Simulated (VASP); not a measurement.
# B15As16 (a cell with a defect) in VASP: a series of runs, part 2 of 2

VASP 6.6.1. Earlier steps stand in the parts before.

## 3. Single point, PBE, collinear spin

File INCAR:

```
PREC     = Accurate       # precision mode
ENCUT    = 420            # plane-wave cutoff, eV
EDIFF    = 1E-6           # SCF threshold, eV
ISMEAR   = -1             # smearing method
SIGMA    = 0.01           # smearing width, eV
LREAL    = Auto         
LASPH    = T              # aspherical terms in the spheres
NELM     = 200            # most SCF steps
ALGO     = Normal         # electronic algorithm
ISIF     = 2              # what is computed and relaxed
LWAVE    = F              # write WAVECAR
LCHARG   = T              # write CHGCAR
ISPIN    = 2              # spin polarisation
MAGMOM   = 0.02 0.03 0 0.03 0 0.03 0 0.03 0.02 0.03 0.03 0 0.03 0 0.03 0.01 0.01 0.01 0 0.01 0.04 0.01 0.01 0.01 0.01 0.05 0.05 0.01 0.01 0.04 0.01 # initial moments
LORBIT   = 11             # projections on sites
NUPDOWN  = 1.0            # fixed moment
GGA      = PE             # functional
LELF     = T              # ELF
LVHAR    = T            
NBANDS   = 88             # bands
NELECT   = 127.0        
GGA_COMPAT= F
```

File KPOINTS:

```
Automatic mesh
0
Gamma
  1 1 1
```

File POSCAR:

```
B15As16
1.0
   -4.8093417967      4.8093417967     -4.8093417967
    4.8093417967      4.8093417967      4.8093417967
    4.8093417967     -4.8093417967     -4.8093417967
B As
15 16
Direct
    0.0003074547      0.0003390177      0.7506686748
    0.0020956732      0.2485415293      0.4996215562
    0.0004351767      0.5003789271      0.2506582001
   -0.0012097469      0.7477440788     -0.0026693878
    0.2451095628     -0.0044434346      0.4953537789
    0.2493389323      0.2485127258      0.2523623190
    0.2508714755      0.5004656494      0.0059143583
    0.2538479790      0.7517985963      0.7514868864
    0.5004817006      0.0003637800      0.2506166679
    0.4996871470      0.2530977730      0.0013457722
    0.5011778325      0.7515938302      0.5040435176
    0.7503201313      0.0051959946      0.0005337692
    0.7513279840      0.2531564421      0.7499979500
    0.7557408215      0.5004176207      0.5011893306
    0.7470593255      0.7478549658      0.2489998045
    0.0003957594      0.0006147331      0.0009510962
    0.0006373959      0.2508136807      0.7510792221
    0.0032472532      0.5002289559      0.5001625679
   -0.0024068530      0.7471151251      0.2478673002
    0.2503238033      0.0001615713      0.7501480375
    0.2576653043      0.2523413864      0.5080464324
    0.2499314693      0.5001731055      0.2534714763
    0.2501860174      0.7501071553      0.0008407932
    0.5000360387      0.0002428072      0.5006878060
    0.5008008770      0.2508503403      0.2509236342
    0.4951088763      0.5008840036     -0.0061830696
    0.5061355010      0.7492533290      0.7564380152
    0.7507456763      0.0007917180      0.2507242731
    0.7509027272      0.2537257440      0.0010799530
    0.7435630074      0.5007971941      0.7455535317
    0.7505848086      0.7499493937      0.5005489369
```

Potentials or basis: VASP PAW PBE potentials, release 64 (B, As).

Command:

```
> cat potpaw_PBE.64/B/POTCAR potpaw_PBE.64/As/POTCAR > POTCAR
> mpirun -np 1 vasp_gam > vasp.out
```

OUTCAR:

```text
PREC = Accurate
   ENCUT = 420
   EDIFF = 1E-6
   ISMEAR = -1
   LREAL = Auto
   LASPH = T
   NELM = 200
   ISIF = 2
   ISPIN = 2
   LORBIT = 11
   NUPDOWN = 1.0
   GGA = PE
   NELECT = 127.0

 ion  position               nearest neighbor table
   1  0.000  0.000  0.751-  31 2.08  16 2.08  17 2.08  20 2.08
   2  0.002  0.249  0.500-  28 2.08  18 2.09  17 2.09  21 2.10
   3  0.000  0.500  0.251-  29 2.07  19 2.07  18 2.07  22 2.07
   4  0.999  0.748  0.997-  23 2.08  16 2.09  19 2.09  30 2.09
   5  0.245  0.996  0.495-  19 2.06  21 2.07  20 2.10  24 2.10
   6  0.249  0.249  0.252-  16 2.08  22 2.09  25 2.09  21 2.10
[... 449 lines left out ...]
      3.60990      1.20309      1.19890        -0.005890     -0.003267     -0.000680
      3.58914      3.60318     -6.00387         0.148600      0.022602      0.033614
      5.99148      3.58446      1.22683        -0.113350     -0.105839     -0.111334
      1.20972      1.18064     -1.21767        -0.042841      0.159112     -0.029818
[... 23 lines left out ...]
      2.41808      2.39893     -4.75317         0.201581     -0.192866      0.044829
      2.40425      4.80927     -2.41037         0.106417      0.007339     -0.078056
 -----------------------------------------------------------------------------------
    total drift:                                0.059846      0.013624     -0.079152

  FREE ENERGIE OF THE ION-ELECTRON SYSTEM (eV)
  ---------------------------------------------------
  free  energy   TOTEN  =      -156.7059331663 eV

  energy  without entropy=     -156.7051023042  energy(sigma->0) =     -156.70551774

 total charge

# of ion       s       p       d       tot
------------------------------------------
    1        0.646   1.191   0.000   1.837
    2        0.643   1.187   0.000   1.830
    3        0.645   1.216   0.000   1.862
    4        0.643   1.187   0.000   1.830
    5        0.642   1.205   0.000   1.847
    6        0.643   1.186   0.000   1.829
[... 23 lines left out ...]
   30        1.225   1.612   0.065   2.903
   31        1.171   1.672   0.088   2.932
--------------------------------------------------
tot         28.589  44.456   1.332  74.377

 magnetization (x)

# of ion       s       p       d       tot
------------------------------------------
    1        0.000   0.013   0.000   0.014
    2        0.002   0.023   0.000   0.024
    3       -0.000   0.001   0.000   0.001
    4        0.002   0.022   0.000   0.024
    5       -0.001  -0.002   0.000  -0.002
    6        0.002   0.023   0.000   0.025
[... 23 lines left out ...]
   30        0.011   0.054   0.002   0.067
   31       -0.000   0.011   0.003   0.013
--------------------------------------------------
tot          0.066   0.535   0.032   0.633
```

OSZICAR:

```text
N       E                     dE             d eps       ncg     rms          rms(c)
DAV:   1     0.763021511784E+03    0.76302E+03   -0.52876E+04   352   0.111E+03
DAV:   2    -0.836097516263E+02   -0.84663E+03   -0.78230E+03   496   0.228E+02
DAV:   3    -0.165190826541E+03   -0.81581E+02   -0.79638E+02   424   0.708E+01
DAV:   4    -0.167440690665E+03   -0.22499E+01   -0.22221E+01   440   0.118E+01
DAV:   5    -0.167472906316E+03   -0.32216E-01   -0.32139E-01   416   0.134E+00    0.197E+01
DAV:   6    -0.157673111330E+03    0.97998E+01   -0.22960E+01   416   0.107E+01    0.968E+00
DAV:   7    -0.156823921750E+03    0.84919E+00   -0.34670E+00   440   0.427E+00    0.390E+00
DAV:   8    -0.156696117324E+03    0.12780E+00   -0.37326E-01   408   0.161E+00    0.129E+00
DAV:   9    -0.156701884419E+03   -0.57671E-02   -0.33274E-02   400   0.520E-01    0.524E-01
DAV:  10    -0.156703742073E+03   -0.18577E-02   -0.83112E-03   448   0.224E-01    0.231E-01
DAV:  11    -0.156705371453E+03   -0.16294E-02   -0.35611E-03   392   0.123E-01    0.126E-01
DAV:  12    -0.156705555532E+03   -0.18408E-03   -0.13302E-03   424   0.879E-02    0.771E-02
DAV:  13    -0.156705899840E+03   -0.34431E-03   -0.66998E-04   392   0.630E-02    0.521E-02
DAV:  14    -0.156705909109E+03   -0.92695E-05   -0.33009E-04   440   0.363E-02    0.199E-02
DAV:  15    -0.156705930829E+03   -0.21720E-04   -0.48555E-05   392   0.208E-02    0.124E-02
DAV:  16    -0.156705932913E+03   -0.20837E-05   -0.10265E-05   400   0.726E-03    0.454E-03
DAV:  17    -0.156705933166E+03   -0.25331E-06   -0.93041E-07   232   0.278E-03
   1 F= -.15670593E+03 E0= -.15670552E+03  d E =-.830862E-03  mag=     1.0000
```

Run time: 2.2 min. Hardware: 1 thread of Intel Xeon 6975P-C (Granite Rapids), shared host; peak memory 0.54 GiB.

Results:

```yaml
Free_energy: -156.7059 eV
Largest_force: 0.293 eV/Å
Net_moment: 1.00 μB per cell
Site_moments: B +0.01, +0.02, +0.00, -0.00, +0.03 (each value once); As +0.01, +0.06, +0.07, +0.08 (each value once) μB
Valence_electrons_inside_the_program's_atomic_spheres: B 1.84, 1.83, 1.86, 1.85 (each value once); As 2.93, 2.94, 2.90 (each value once)
```

Forces in eV/Å, atoms in the order of the input:
```
B   -0.008 -0.010 -0.006
B    0.156 -0.037 -0.028
B   -0.006 -0.003 -0.001
B    0.149  0.023  0.034
B   -0.113 -0.106 -0.111
B   -0.043  0.159 -0.030
B    0.080 -0.103  0.111
B    0.013 -0.146 -0.028
B   -0.021 -0.003  0.004
B   -0.153 -0.035  0.037
B   -0.144  0.029 -0.028
B    0.081  0.084 -0.088
B   -0.046 -0.159  0.035
B   -0.112  0.085  0.109
B    0.013  0.144  0.031
As  -0.084  0.015  0.068
As  -0.083  0.006 -0.072
As  -0.105  0.115 -0.048
As  -0.109 -0.107  0.053
As   0.099  0.020  0.053
As   0.206  0.206 -0.034
As   0.118 -0.106 -0.045
As   0.014  0.103 -0.092
As   0.024  0.087  0.057
As   0.015 -0.083 -0.074
As  -0.193  0.203  0.031
As  -0.190 -0.206 -0.029
As   0.021 -0.092  0.068
As   0.111  0.103  0.057
As   0.202 -0.193  0.045
As   0.106  0.007 -0.078
```

Caveat: the k points lie up to 0.92 Å⁻¹ apart; the cell carries a net charge on a neutralising background, which shifts energy and pressure; the total moment is fixed, so each spin has its own Fermi level.
